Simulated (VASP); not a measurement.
# GaSe (P6_3/mmc) in VASP: dielectric tensor with PBEsol+D3(BJ)

Aim: the dielectric tensor of GaSe with PBEsol+D3(BJ).

All numbers are computed with VASP 6.6.1; they aren't measurements. Logs are shortened: lines on timing, memory, paths and dates and some standing lists are left out, and cuts for length are marked.

### 1 The cell of the first run

It takes space group P6_3/mmc (No. 194, hexagonal). The conventional cell has a = 3.742 Å, b = 3.742 Å, c = 15.919 Å, α = 90.00°, β = 90.00°, γ = 120.00°. Ga (site symmetry 3m) has 1 Ga at 2.32 Å and 3 Se at 2.48 Å within 3.1 Å. Se (site symmetry 3m) has 3 Ga at 2.48 Å within 3.3 Å.

### 2 Dielectric tensor, PBEsol+D3(BJ)

Contents of INCAR:

```
PREC = Accurate
ENCUT = 400
EDIFF = 1E-8
ISMEAR = 0
SIGMA = 0.01
LREAL = F
LASPH = T
NELM = 120
ALGO = Normal
ISIF = 2
LWAVE = F
LCHARG = F
GGA = PS
IVDW = 12
LEPSILON = T
GGA_COMPAT = F
```

Contents of KPOINTS:

```
regular mesh
0
Gamma
  6 6 1
```

Contents of POSCAR:

```
GaSe
1.0
    3.7420000000      0.0000000000      0.0000000000
   -1.8710000000      3.2406670610      0.0000000000
    0.0000000000      0.0000000000     15.9190000000
Ga Se
4 4
Direct
    0.3333333333      0.6666666667      0.1770000000
    0.6666666667      0.3333333333      0.6770000000
    0.3333333333      0.6666666667      0.3230000000
    0.6666666667      0.3333333333      0.8230000000
    0.3333333333      0.6666666667      0.6000000000
    0.6666666667      0.3333333333      0.1000000000
    0.3333333333      0.6666666667      0.9000000000
    0.6666666667      0.3333333333      0.4000000000
```

Potentials or basis: VASP PAW PBE potentials, release 64 (Ga_d, Se).

The run is started by

```
cat potpaw_PBE.64/Ga_d/POTCAR potpaw_PBE.64/Se/POTCAR > POTCAR
mpirun -np 1 vasp_std > vasp.out
```

OUTCAR:

```text
PREC = Accurate
   ENCUT = 400
   EDIFF = 1E-8
   ISMEAR = 0
   LREAL = F
   LASPH = T
   NELM = 120
   ISIF = 2
   GGA = PS
   IVDW = 12
   LEPSILON = T
 IVDW          = 12

 ion  position               nearest neighbor table
   1  0.333  0.667  0.177-   3 2.32   6 2.48   6 2.48   6 2.48
   2  0.667  0.333  0.677-   4 2.32   5 2.48   5 2.48   5 2.48
   3  0.333  0.667  0.323-   1 2.32   8 2.48   8 2.48   8 2.48
   4  0.667  0.333  0.823-   2 2.32   7 2.48   7 2.48   7 2.48
   5  0.333  0.667  0.600-   2 2.48   2 2.48   2 2.48
   6  0.667  0.333  0.100-   1 2.48   1 2.48   1 2.48
   7  0.333  0.667  0.900-   4 2.48   4 2.48   4 2.48
   8  0.667  0.333  0.400-   3 2.48   3 2.48   3 2.48

  LATTYP: Found a hexagonal cell.
 ALAT       =     3.7420000000
 C/A-ratio  =     4.2541421700

  Lattice vectors:

 A1 = (   3.7420000000,   0.0000000000,   0.0000000000)
 A2 = (  -1.8710000000,   3.2406670610,   0.0000000000)
 A3 = (   0.0000000000,   0.0000000000,  15.9190000000)

Analysis of symmetry for initial positions (statically):
=====================================================================
 Subroutine PRICEL returns:
 Original cell was already a primitive cell.

 Routine SETGRP: Setting up the symmetry group for a
 hexagonal supercell.

 Subroutine GETGRP returns: Found 24 space group operations
 (whereof 12 operations were pure point group operations)
 out of a pool of 24 trial point group operations.

The static configuration has the point symmetry D_3d.
 The point group associated with its full space group is D_6h.

Analysis of symmetry for dynamics (positions and initial velocities):
=====================================================================
 Subroutine PRICEL returns:
 Original cell was already a primitive cell.

 Routine SETGRP: Setting up the symmetry group for a
 hexagonal supercell.

 Subroutine GETGRP returns: Found 24 space group operations
 (whereof 12 operations were pure point group operations)
 out of a pool of 24 trial point group operations.

The dynamic configuration has the point symmetry D_3d.
 The point group associated with its full space group is D_6h.

 Subroutine INISYM returns: Found 24 space group operations
 (whereof 12 operations are pure point group operations),
 and found     1 'primitive' translations

----------------------------------------------------------------------------------------

                                     Primitive cell

  volume of cell :     193.0430

  direct lattice vectors                    reciprocal lattice vectors
     3.742000000  0.000000000  0.000000000     0.267236772  0.154289222  0.000000000
    -1.871000000  3.240667061  0.000000000     0.000000000  0.308578444  0.000000000
     0.000000000  0.000000000 15.919000000     0.000000000  0.000000000  0.062818016

  length of vectors
     3.742000000  3.742000000 15.919000000     0.308578444  0.308578444  0.062818016

  position of ions in fractional coordinates (direct lattice)
     0.333333333  0.666666667  0.177000000
     0.666666667  0.333333333  0.677000000
     0.333333333  0.666666667  0.323000000
     0.666666667  0.333333333  0.823000000
     0.333333333  0.666666667  0.600000000
     0.666666667  0.333333333  0.100000000
     0.333333333  0.666666667  0.900000000
     0.666666667  0.333333333  0.400000000

  ion indices of the primitive-cell ions
   primitive index   ion index
                 1           1
                 2           2
                 3           3
                 4           4
                 5           5
                 6           6
                 7           7
                 8           8

----------------------------------------------------------------------------------------

 KPOINTS: regular mesh

Automatic generation of k-mesh.
 Grid dimensions read from file:
 generate k-points for:    6    6    1

 Generating k-lattice:

  Cartesian coordinates                     Fractional coordinates (reciprocal lattice)
     0.044539462  0.025714870  0.000000000     0.166666667  0.000000000  0.000000000
[... 87 lines left out ...]
 fundamental gap:      1.1010581168
 Fermi energy:         3.3578783392

 k-point     1 :       0.0000    0.0000    0.0000
  band No.  band energies     occupation
      1     -11.8702      2.00000
      2     -11.8699      2.00000
      3     -11.6834      2.00000
      4     -11.6834      2.00000
      5     -11.6832      2.00000
      6     -11.6832      2.00000
[... 325 lines left out ...]
     44       6.9378      0.00000
     45       7.3129      0.00000

  FORCE on cell =-STRESS in cart. coord.  units (eV):
  Direction    XX          YY          ZZ          XY          YZ          ZX
  --------------------------------------------------------------------------------------
  -------------------------------------------------------------------------------------
  Total      -3.34292    -3.34292     0.16623     0.00000     0.00000     0.00000
  in kB     -27.74482   -27.74482     1.37966     0.00000     0.00000     0.00000
  external pressure =      -18.04 kB  Pullay stress =        0.00 kB

 VOLUME and BASIS-vectors are now :
 -----------------------------------------------------------------------------
  energy-cutoff  :      400.00
  volume of cell :      193.04
      direct lattice vectors                 reciprocal lattice vectors
     3.742000000  0.000000000  0.000000000     0.267236772  0.154289222  0.000000000
    -1.871000000  3.240667061  0.000000000     0.000000000  0.308578444  0.000000000
     0.000000000  0.000000000 15.919000000     0.000000000  0.000000000  0.062818016

 POSITION                                       TOTAL-FORCE (eV/Angst)
 -----------------------------------------------------------------------------------
     -0.00000      2.16044      2.81766        -0.000000      0.000000     -1.217760
      1.87100      1.08022     10.77716         0.000000      0.000000     -1.217760
     -0.00000      2.16044      5.14184        -0.000000     -0.000000      1.217760
      1.87100      1.08022     13.10134        -0.000000     -0.000000      1.217760
     -0.00000      2.16044      9.55140         0.000000      0.000000      0.416108
      1.87100      1.08022      1.59190         0.000000     -0.000000      0.416108
     -0.00000      2.16044     14.32710         0.000000      0.000000     -0.416108
      1.87100      1.08022      6.36760         0.000000     -0.000000     -0.416108
 -----------------------------------------------------------------------------------
    total drift:                                0.000000     -0.000000      0.000000

  FREE ENERGIE OF THE ION-ELECTRON SYSTEM (eV)
  ---------------------------------------------------
  free  energy   TOTEN  =       -35.2324138476 eV

  energy  without entropy=      -35.2324138476  energy(sigma->0) =      -35.23241385

 HEAD OF MICROSCOPIC STATIC DIELECTRIC TENSOR (INDEPENDENT PARTICLE, excluding Hartree and local field effects)
 ------------------------------------------------------
          10.407430     0.000000     0.000000
           0.000000    10.407430     0.000000
           0.000000     0.000000    11.896497
 ------------------------------------------------------

 Free energy of the ion-electron system (eV)
  ---------------------------------------------------
  ---------------------------------------------------
  free energy    TOTEN  =        -5.00953821 eV

  energy without entropy =       -5.00953821

------------------------ aborting loop because EDIFF is reached ----------------------------------------

 Edisp (eV)   -2.16483

 E8    (eV) :    -1.4291
[... 7 lines left out ...]
 E8    (eV) :    -1.4291

--------------------------------------- Ionic step        3  -------------------------------------------

 Free energy of the ion-electron system (eV)
  ---------------------------------------------------
  ---------------------------------------------------
  free energy    TOTEN  =        -4.74040497 eV

  energy without entropy =       -4.74040497

------------------------ aborting loop because EDIFF is reached ----------------------------------------

 Edisp (eV)   -2.16483

 E8    (eV) :    -1.4291

 PIEZOELECTRIC TENSOR FIELD DIRECTION 3  (e Angst)
 -----------------------------------------------------------------------------
     0.00000  0.00000  0.00000           ( -0.00000  0.00000  0.00000)
     0.00000  0.00000  0.00000           (  0.00000 -0.00000 -0.00000)
     0.00000 -0.00000 -0.00006           (  0.00000 -0.00000  0.00000)

 PIEZOELECTRIC TENSOR FIELD DIRECTION 3  (C/m^2)
 -----------------------------------------------------------------------------
     0.00000  0.00000  0.00000
     0.00000  0.00000  0.00000
     0.00000 -0.00000 -0.00000

 MACROSCOPIC STATIC DIELECTRIC TENSOR (including local field effects in DFT)
 ------------------------------------------------------
           9.719282     0.000000     0.000000
           0.000000     9.719282     0.000000
           0.000000    -0.000000     9.360256
 ------------------------------------------------------

 PIEZOELECTRIC TENSOR (including local field effects)  for field in x, y, z        (e  Angst)
          XX          YY          ZZ          XY          YZ          ZX
  --------------------------------------------------------------------------------
  x     0.00000     0.00000     0.00000     0.00000     0.00000     0.00000
  y     0.00000     0.00000     0.00000     0.00000     0.00000     0.00000
  z     0.00000     0.00000     0.00000     0.00000     0.00000     0.00000

 PIEZOELECTRIC TENSOR (including local field effects)  for field in x, y, z        (C/m^2)
          XX          YY          ZZ          XY          YZ          ZX
  --------------------------------------------------------------------------------
  x     0.00000     0.00000     0.00000     0.00000     0.00000     0.00000
  y     0.00000     0.00000     0.00000     0.00000     0.00000     0.00000
  z     0.00000     0.00000     0.00000     0.00000     0.00000     0.00000

 BORN EFFECTIVE CHARGES (including local field effects) (in |e|, cummulative output)
 ---------------------------------------------------------------------------------
 ion    1
    1     2.30322     0.00000     0.00000
    2     0.00000     2.30322     0.00000
    3    -0.00000     0.00000     0.85552
 ion    2
    1     2.30322     0.00000     0.00000
    2    -0.00000     2.30322     0.00000
    3     0.00000     0.00000     0.85552
 ion    3
    1     2.30322     0.00000     0.00000
    2     0.00000     2.30322     0.00000
    3    -0.00000     0.00000     0.85552
 ion    4
    1     2.30322     0.00000     0.00000
    2    -0.00000     2.30322     0.00000
    3     0.00000     0.00000     0.85552
 ion    5
    1    -2.30322     0.00000     0.00000
    2     0.00000    -2.30322     0.00000
    3    -0.00000    -0.00000    -0.85552
 ion    6
    1    -2.30322     0.00000     0.00000
    2     0.00000    -2.30322    -0.00000
    3     0.00000     0.00000    -0.85552
 ion    7
    1    -2.30322     0.00000     0.00000
    2     0.00000    -2.30322    -0.00000
    3     0.00000     0.00000    -0.85552
 ion    8
    1    -2.30322     0.00000     0.00000
    2     0.00000    -2.30322     0.00000
    3    -0.00000    -0.00000    -0.85552
```

Run time: 11 min. Hardware: 1 thread of Intel Xeon Platinum 8259CL at 2.50GHz (Skylake/Cascade Lake), shared host; peak memory 0.41 GiB.

Results:

* Band gap on the k mesh: 1.10 eV
* Electronic dielectric tensor (diagonal): 9.72, 9.72, 9.36
* Born charges (mean of the diagonal): Ga +1.82; Se -1.82 e
* Dispersion energy per atom: -0.271 eV

Levels at points of the mesh, in eV from the valence-band top:
| k point | band 34 | band 35 | band 36 | band 37 | band 38 | band 39 | band 40 | band 41 | band 42 | band 43 |
| --- | --- | --- | --- | --- | --- | --- | --- | --- | --- | --- |
| (0.00, 0.00, 0.00) | -1.06 | -1.06 | -0.91 | -0.91 | 0.00 | 1.10 | 2.14 | 2.39 | 2.47 | 3.95 |
| (0.50, 0.00, 0.00) | -2.42 | -2.32 | -2.15 | -2.10 | -1.94 | 1.16 | 1.20 | 1.83 | 2.03 | 3.60 |

Electronic dielectric tensor:
```
9.72 0.00 0.00
0.00 9.72 0.00
0.00 0.00 9.36
```

Born effective charge tensors (e):
atom 1, Ga
```
2.30 0.00 0.00
0.00 2.30 0.00
0.00 0.00 0.86
```
atom 2, Ga
```
2.30 0.00 0.00
0.00 2.30 0.00
0.00 0.00 0.86
```
atom 3, Ga
```
2.30 0.00 0.00
0.00 2.30 0.00
0.00 0.00 0.86
```
atom 4, Ga
```
2.30 0.00 0.00
0.00 2.30 0.00
0.00 0.00 0.86
```
atom 5, Se
```
-2.30  0.00  0.00
 0.00 -2.30  0.00
 0.00  0.00 -0.86
```
atom 6, Se
```
-2.30  0.00  0.00
 0.00 -2.30  0.00
 0.00  0.00 -0.86
```
atom 7, Se
```
-2.30  0.00  0.00
 0.00 -2.30  0.00
 0.00  0.00 -0.86
```
atom 8, Se
```
-2.30  0.00  0.00
 0.00 -2.30  0.00
 0.00  0.00 -0.86
```

Caveat: three body term missing; the PAW data sets were made with another functional, which shifts forces and pressure a little; an odd mesh through Γ misses points on the zone boundary, where band edges can lie. PBEsol gaps usually lie below the measured ones, often by a third to a half.
